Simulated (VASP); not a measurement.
# PbS (Pm-3m) in VASP: a series of runs

Aim: see how the results for PbS move with the level of theory and the settings. Levels: LDA, PBEsol. Tasks: single point.

All numbers are computed with VASP 6.6.1; they aren't measurements. Logs are shortened: lines on timing, memory, paths and dates and some standing lists are left out, and cuts for length are marked.

## (1) The cell of the first run

It takes space group Pm-3m (No. 221, cubic). The conventional cell has a = 3.538 Å, b = 3.538 Å, c = 3.538 Å, α = 90.00°, β = 90.00°, γ = 90.00°. Within 4.0 Å of Pb (site symmetry m-3m) lie 8 S at 3.06 Å and 6 Pb at 3.54 Å. Within 4.0 Å of S (site symmetry m-3m) lie 8 Pb at 3.06 Å and 6 S at 3.54 Å.

## (2) Single point, LDA

INCAR reads:

```
ALGO = Normal ; EDIFF = 1E-7
ENCUT = 520 ; GGA = CA
ISIF = 2 ; ISMEAR = -1
LASPH = T ; LCHARG = F
LREAL = F ; LWAVE = F
NBANDS = 17 ; NELM = 60
PREC = Accurate ; SIGMA = 0.02
```

KPOINTS reads:

```
k-points
0
Gamma
  6 6 6
```

POSCAR reads:

```
PbS
1.0
    3.5375679456      0.0000000000      0.0000000000
    0.0000000000      3.5375679456      0.0000000000
    0.0000000000      0.0000000000      3.5375679456
Pb S
1 1
Direct
    0.0000000000      0.0000000000      0.0000000000
    0.5000000000      0.5000000000      0.5000000000
```

Potentials or basis: VASP PAW LDA potentials, release 64 (Pb_d, S).

Run with:

```sh
> cat potpaw_LDA.64/Pb_d/POTCAR potpaw_LDA.64/S/POTCAR > POTCAR
> mpirun -np 1 vasp_std > vasp.out
```

OUTCAR:

```text
EDIFF = 1E-7
   ENCUT = 520
   GGA = CA
   ISIF = 2
   ISMEAR = -1
   LASPH = T
   LREAL = F
   NELM = 60
   PREC = Accurate

 ion  position               nearest neighbor table
   1  0.000  0.000  0.000-   2 3.06   2 3.06   2 3.06   2 3.06   2 3.06   2 3.06   2 3.06   2 3.06

   2  0.500  0.500  0.500-   1 3.06   1 3.06   1 3.06   1 3.06   1 3.06   1 3.06   1 3.06   1 3.06

  LATTYP: Found a simple cubic cell.
 ALAT       =     3.5375679456

  Lattice vectors:

 A1 = (   3.5375679456,   0.0000000000,   0.0000000000)
 A2 = (   0.0000000000,   3.5375679456,   0.0000000000)
 A3 = (   0.0000000000,   0.0000000000,   3.5375679456)

Analysis of symmetry for initial positions (statically):
=====================================================================
 Subroutine PRICEL returns:
 Original cell was already a primitive cell.

 Routine SETGRP: Setting up the symmetry group for a
 simple cubic supercell.

 Subroutine GETGRP returns: Found 48 space group operations
 (whereof 48 operations were pure point group operations)
 out of a pool of 48 trial point group operations.

The static configuration has the point symmetry O_h .

Analysis of symmetry for dynamics (positions and initial velocities):
=====================================================================
 Subroutine PRICEL returns:
 Original cell was already a primitive cell.

 Routine SETGRP: Setting up the symmetry group for a
 simple cubic supercell.

 Subroutine GETGRP returns: Found 48 space group operations
 (whereof 48 operations were pure point group operations)
 out of a pool of 48 trial point group operations.

The dynamic configuration has the point symmetry O_h .

 Subroutine INISYM returns: Found 48 space group operations
 (whereof 48 operations are pure point group operations),
 and found     1 'primitive' translations

----------------------------------------------------------------------------------------

                                     Primitive cell

  volume of cell :      44.2705

  direct lattice vectors                    reciprocal lattice vectors
     3.537567946  0.000000000  0.000000000     0.282680083  0.000000000  0.000000000
     0.000000000  3.537567946  0.000000000     0.000000000  0.282680083  0.000000000
     0.000000000  0.000000000  3.537567946     0.000000000  0.000000000  0.282680083

  length of vectors
     3.537567946  3.537567946  3.537567946     0.282680083  0.282680083  0.282680083

  position of ions in fractional coordinates (direct lattice)
     0.000000000  0.000000000  0.000000000
     0.500000000  0.500000000  0.500000000

  ion indices of the primitive-cell ions
   primitive index   ion index
                 1           1
                 2           2

----------------------------------------------------------------------------------------

 KPOINTS: k-points

Automatic generation of k-mesh.
 Grid dimensions read from file:
 generate k-points for:    6    6    6

 Generating k-lattice:

  Cartesian coordinates                     Fractional coordinates (reciprocal lattice)
     0.047113347  0.000000000  0.000000000     0.166666667  0.000000000  0.000000000
     0.000000000  0.047113347  0.000000000     0.000000000  0.166666667  0.000000000
     0.000000000  0.000000000  0.047113347     0.000000000  0.000000000  0.166666667

  Length of vectors
     0.047113347  0.047113347  0.047113347

  Shift w.r.t. Gamma in fractional coordinates (k-lattice)
     0.000000000  0.000000000  0.000000000

 Subroutine IBZKPT returns following result:
 ===========================================

 Found     20 irreducible k-points:

 Following reciprocal coordinates:
            Coordinates               Weight
  0.000000  0.000000  0.000000      1.000000
  0.166667  0.000000  0.000000      6.000000
  0.333333  0.000000  0.000000      6.000000
  0.500000  0.000000  0.000000      3.000000
  0.166667  0.166667  0.000000     12.000000
  0.333333  0.166667  0.000000     24.000000
[... 12 lines left out ...]
  0.500000  0.500000  0.333333      6.000000
  0.500000  0.500000  0.500000      1.000000
   k-points           NKPTS =     20   k-points in BZ     NKDIM =     20   number of bands    NBANDS=     17
   number of dos      NEDOS =    301   number of ions     NIONS =      2
   total plane-waves  NPLWV =  21952
   dimension x,y,z NGX =    28 NGY =   28 NGZ =   28
   dimension x,y,z NGXF=    56 NGYF=   56 NGZF=   56
   ions per type =               1   1
   NGX,Y,Z   is equivalent  to a cutoff of  13.16, 13.16, 13.16 a.u.
   NGXF,Y,Z  is equivalent  to a cutoff of  26.32, 26.32, 26.32 a.u.
 SYSTEM =  unknown system
   PREC   = accura    normal or accurate (medium, high low for compatibility)
   ISTART =      0    job   : 0-new  1-cont  2-samecut
   ICHARG =      2    charge: 1-file 2-atom 10-const
   ISPIN  =      1    spin polarized calculation?
   LNONCOLLINEAR =      F non collinear calculations
   LSORBIT =      F    spin-orbit coupling
   LASPH  =      T    aspherical Exc in radial PAW
   ENCUT  =  520.0 eV  38.22 Ry    6.18 a.u.   6.58  6.58  6.58*2*pi/ulx,y,z
   NELM   =     60;   NELMIN=  2; NELMDL= -5     # of ELM steps
   EDIFF  = 0.1E-06   stopping-criterion for ELM
   LREAL  =      F    real-space projection
   EDIFFG = 0.1E-05   stopping-criterion for IOM
   NSW    =      0    number of steps for IOM
   IBRION =     -1    ionic relax: 0-MD 1-quasi-New 2-CG
   NFREE  =      0    steps in history (QN), initial steepest desc. (CG)
   ISIF   =      2    stress and relaxation
   ISYM   =      2    0-nonsym 1-usesym 2-fastsym
   POTIM  = 0.5000    time-step for ionic-motion
   TEBEG  =    0.0;   TEEND  =   0.0 temperature during run
   PSTRESS=    0.0 pullay stress
   NELECT =      20.0000    total number of electrons
   NUPDOWN=      -1.0000    fix difference up-down
   EMIN   =  10.00;   EMAX   =-10.00  energy-range for DOS
   EFERMI =   0.00;   METHOD = LEGACY
   ISMEAR =    -1;   SIGMA  =   0.02  broadening in eV -4-tet -1-fermi 0-gaus
   EFERMI_NEDOS =   21; number of points for ismear=-14 and -15
   IALGO  =     38    algorithm
   IMIX   =      4    mixing-type and parameters
     AMIX     =   0.40;   BMIX     =  1.00
     AMIX_MAG =   1.60;   BMIX_MAG =  1.00
  volume/ion in A,a.u.               =      22.14       149.38
  Fermi-wavevector in a.u.,A,eV,Ry     =   1.256165  2.373808 21.469322  1.577951
  Thomas-Fermi vector in A             =   2.389886
   LORBIT       =      0    0 simple, 1 ext, 2 COOP (PROOUT), +10 PAW based schemes
   GGA     = CA    functional components
   LHFCALC =     F    Hartree Fock is set to
   AEXX    =    0.0000 exact exchange contribution
   IVDW    =     0    specifies the selected vdW correction
   LEPSILON=     F    determine dielectric tensor
   LRPA    =     F    only Hartree local field effects (RPA)
 non-spin polarized calculation
  energy-cutoff  :      520.00
  volume of cell :       44.27
 maximum number of plane-waves:      1222
 NGX is ok and might be reduce to    28
   NGX = 13   NGY = 13   NGZ = 13

 number of electron      20.0000002 magnetization

 Free energy of the ion-electron system (eV)
  ---------------------------------------------------
  ext. energy  EPLUGINS =         0.00000000
  ---------------------------------------------------
  free energy    TOTEN  =        -9.56596107 eV

  energy without entropy =       -9.56452178  energy(sigma->0) =       -9.56524143

 E-fermi :   7.0503     XC(G=0): -10.9423

 val. band max:        7.0365691369   @ k =   0.5000   0.3333   0.3333
 cond. band min:       7.1775894157   @ k =   0.1667   0.1667   0.1667
 fundamental gap:      0.1410202788
 Fermi energy:         7.0503095753

 k-point     1 :       0.0000    0.0000    0.0000
  band No.  band energies     occupation
      1      -9.7855      2.00000
      2      -9.7855      2.00000
      3      -9.5026      2.00000
      4      -9.5026      2.00000
      5      -9.5026      2.00000
      6      -6.7867      2.00000
[... 9 lines left out ...]
     16      20.1393      0.00000
     17      20.1393      0.00000

 k-point     2 :       0.1667    0.0000    0.0000
  band No.  band energies     occupation
      1      -9.7816      2.00000
      2      -9.7319      2.00000
      3      -9.5241      2.00000
      4      -9.5241      2.00000
      5      -9.5005      2.00000
      6      -6.5155      2.00000
[... 9 lines left out ...]
     16      19.6952      0.00000
     17      19.9843      0.00000

 k-point     3 :       0.3333    0.0000    0.0000
  band No.  band energies     occupation
      1      -9.7738      2.00000
      2      -9.6265      2.00000
      3      -9.5666      2.00000
      4      -9.5666      2.00000
      5      -9.4963      2.00000
      6      -5.7849      2.00000
[... 9 lines left out ...]
     16      17.7794      0.00000
     17      19.9890      0.00000

 k-point     4 :       0.5000    0.0000    0.0000
  band No.  band energies     occupation
      1      -9.7699      2.00000
      2      -9.5877      2.00000
      3      -9.5877      2.00000
      4      -9.5746      2.00000
      5      -9.4942      2.00000
      6      -5.1969      2.00000
[... 9 lines left out ...]
     16      19.9384      0.00000
     17      21.6696      0.00000

 k-point     5 :       0.1667    0.1667    0.0000
  band No.  band energies     occupation
      1      -9.7538      2.00000
      2      -9.7008      2.00000
      3      -9.5539      2.00000
      4      -9.5233      2.00000
      5      -9.5196      2.00000
      6      -6.2438      2.00000
[... 9 lines left out ...]
     16      18.4531      0.00000
     17      18.4775      0.00000

 k-point     6 :       0.3333    0.1667    0.0000
  band No.  band energies     occupation
      1      -9.7379      2.00000
      2      -9.6110      2.00000
      3      -9.6001      2.00000
      4      -9.5630      2.00000
      5      -9.5161      2.00000
      6      -5.5271      2.00000
[... 9 lines left out ...]
     16      18.2576      0.00000
     17      18.4637      0.00000

 k-point     7 :       0.5000    0.1667    0.0000
  band No.  band energies     occupation
      1      -9.7330      2.00000
      2      -9.6385      2.00000
      3      -9.5835      2.00000
      4      -9.5473      2.00000
      5      -9.5135      2.00000
      6      -4.9718      2.00000
[... 9 lines left out ...]
     16      18.6240      0.00000
     17      19.9449      0.00000

 k-point     8 :       0.3333    0.3333    0.0000
  band No.  band energies     occupation
      1      -9.6980      2.00000
      2      -9.6919      2.00000
      3      -9.5573      2.00000
      4      -9.5537      2.00000
      5      -9.5185      2.00000
      6      -4.8915      2.00000
[... 9 lines left out ...]
     16      17.9541      0.00000
     17      19.1642      0.00000
[... 123 lines left out ...]
      1      -9.7176      2.00000
      2      -9.6230      2.00000
      3      -9.6083      2.00000
      4      -9.5798      2.00000
      5      -9.4654      2.00000
      6      -4.3525      2.00000
[... 9 lines left out ...]
     16      17.7303      0.00000
     17      21.2261      0.00000

 k-point    16 :       0.5000    0.5000    0.1667
  band No.  band energies     occupation
      1      -9.7566      2.00000
      2      -9.6057      2.00000
      3      -9.6014      2.00000
      4      -9.6014      2.00000
      5      -9.4190      2.00000
      6      -4.1050      2.00000
[... 9 lines left out ...]
     16      18.2518      0.00000
     17      20.4677      0.00000

 k-point    17 :       0.3333    0.3333    0.3333
  band No.  band energies     occupation
      1      -9.6728      2.00000
      2      -9.6376      2.00000
      3      -9.6376      2.00000
      4      -9.5115      2.00000
      5      -9.5115      2.00000
      6      -4.3373      2.00000
[... 9 lines left out ...]
     16      18.3103      0.00000
     17      23.1053      0.00000

 k-point    18 :       0.5000    0.3333    0.3333
  band No.  band energies     occupation
      1      -9.6939      2.00000
      2      -9.6646      2.00000
      3      -9.6345      2.00000
      4      -9.5096      2.00000
      5      -9.4504      2.00000
      6      -4.1157      2.00000
[... 9 lines left out ...]
     16      19.5961      0.00000
     17      23.1965      0.00000

 k-point    19 :       0.5000    0.5000    0.3333
  band No.  band energies     occupation
      1      -9.7127      2.00000
      2      -9.6613      2.00000
      3      -9.6613      2.00000
      4      -9.4791      2.00000
      5      -9.4166      2.00000
      6      -3.9858      2.00000
[... 9 lines left out ...]
     16      20.5223      0.00000
     17      23.7318      0.00000

 k-point    20 :       0.5000    0.5000    0.5000
  band No.  band energies     occupation
      1      -9.6907      2.00000
      2      -9.6907      2.00000
      3      -9.6907      2.00000
      4      -9.4154      2.00000
      5      -9.4154      2.00000
      6      -3.9208      2.00000
[... 9 lines left out ...]
     16      21.6227      0.00000
     17      23.9124      0.00000

------------------------ aborting loop because EDIFF is reached ----------------------------------------

  FORCE on cell =-STRESS in cart. coord.  units (eV):
  Direction    XX          YY          ZZ          XY          YZ          ZX
  --------------------------------------------------------------------------------------
  -------------------------------------------------------------------------------------
  Total        0.0113527      0.0113527      0.0113527     -0.0000000      0.0000000     -0.0000000
  in kB        0.4108632      0.4108632      0.4108632     -0.0000000      0.0000000     -0.0000000
  external PRESSURE =       0.4108632 kB  Pullay stress =       0.0000000 kB

 VOLUME and BASIS-vectors are now :
 -----------------------------------------------------------------------------
  energy-cutoff  :      520.00
  volume of cell :       44.27
      direct lattice vectors                 reciprocal lattice vectors
     3.537567946  0.000000000  0.000000000     0.282680083  0.000000000  0.000000000
     0.000000000  3.537567946  0.000000000     0.000000000  0.282680083  0.000000000
     0.000000000  0.000000000  3.537567946     0.000000000  0.000000000  0.282680083

 POSITION                                       TOTAL-FORCE (eV/Angst)
 -----------------------------------------------------------------------------------
      0.00000      0.00000      0.00000         0.000000      0.000000      0.000000
      1.76878      1.76878      1.76878         0.000000      0.000000      0.000000
 -----------------------------------------------------------------------------------
    total drift:                               -0.000000      0.000000      0.000000

  FREE ENERGIE OF THE ION-ELECTRON SYSTEM (eV)
  ---------------------------------------------------
  free  energy   TOTEN  =        -9.5659610736 eV

  energy  without entropy=       -9.5645217801  energy(sigma->0) =       -9.56524143
```

Run time: 8.3 s. Hardware: 1 thread of AMD EPYC 7R13 (Zen 3), shared host; peak memory 0.12 GiB.

Results:

| Quantity | Value |
| --- | --- |
| Free energy | -9.5660 eV |
| Pressure | 0.0 GPa |
| Band gap on the k mesh | zero (band 10 reaches 7.19 eV, above the bottom of band 11 at 6.21 eV) |

Levels at points of the mesh, in eV from the Fermi level:
```
           k point  band 6  band 7  band 8  band 9  band 10  band 11  band 12  band 13  band 14  band 15
(0.00, 0.00, 0.00)  -13.84   -6.46   -1.87   -1.87    -1.87     5.31     5.31     7.16     7.16     7.16
(0.50, 0.00, 0.00)  -12.25   -9.49   -0.56   -0.56     0.14     0.34     4.01     4.01     6.38     9.53
(0.50, 0.50, 0.00)  -11.21   -7.33   -5.08   -5.08    -0.37     4.48     4.48     6.43     7.29     9.62
(0.50, 0.50, 0.50)  -10.97   -5.71   -2.72   -2.72    -2.72    -0.84    -0.84    -0.84    14.57    14.57
```

Caveat: spin-orbit coupling is left out, which moves the levels of the heavy elements.

## (3) Single point, PBEsol

This run uses another cell than the first one, of 22.94 Å³/atom, 1.036 times its volume.

INCAR reads:

```
  PREC = Accurate
  ENCUT = 520
  EDIFF = 1E-6
  ISMEAR = -1
  SIGMA = 0.02
  LREAL = F
  LASPH = T
  NELM = 60
  ALGO = Normal
  ISIF = 2
  LWAVE = F
  LCHARG = F
  GGA = PS
  NBANDS = 17
```

KPOINTS reads:

```
Automatic mesh
0
Gamma
  6 6 6
```

POSCAR reads:

```
PbS
1.0
    3.5800692142      0.0000000000      0.0000000000
    0.0000000000      3.5800692142      0.0000000000
    0.0000000000      0.0000000000      3.5800692142
Pb S
1 1
Direct
    0.0000000000      0.0000000000      0.0000000000
    0.5000000000      0.5000000000      0.5000000000
```

Potentials or basis: VASP PAW PBE potentials, release 64 (Pb_d, S).

Run with:

```sh
> cat potpaw_PBE.64/Pb_d/POTCAR potpaw_PBE.64/S/POTCAR > POTCAR
> mpirun -np 1 vasp_std > vasp.out
```

Wall time 9.3 s (1 thread of AMD EPYC 7R13 (Zen 3), shared host); peak memory 0.13 GiB.

It converged, with:

```yaml
Free_energy: -9.0122 eV
Pressure: 0.0 GPa
Band_gap_on_the_k_mesh: zero (band 10 reaches 6.78 eV, above the bottom of band 11 at 5.98 eV)
```

Levels at points of the mesh, in eV from the Fermi level:
```
           k point  band 7  band 8  band 9  band 10  band 11  band 12  band 13  band 14
(0.00, 0.00, 0.00)   -6.62   -1.83   -1.83    -1.83     5.25     5.25     6.89     6.89
(0.50, 0.00, 0.00)   -9.37   -0.59   -0.59    -0.03     0.25     3.93     3.93     6.39
(0.50, 0.50, 0.00)   -7.36   -4.92   -4.92    -0.40     4.32     4.32     6.20     7.14
(0.50, 0.50, 0.50)   -5.87   -2.68   -2.68    -2.68    -0.78    -0.78    -0.78    14.16
```

Caveat: the PAW data sets were made with another functional, which shifts forces and pressure a little; spin-orbit coupling is left out, which moves the levels of the heavy elements.
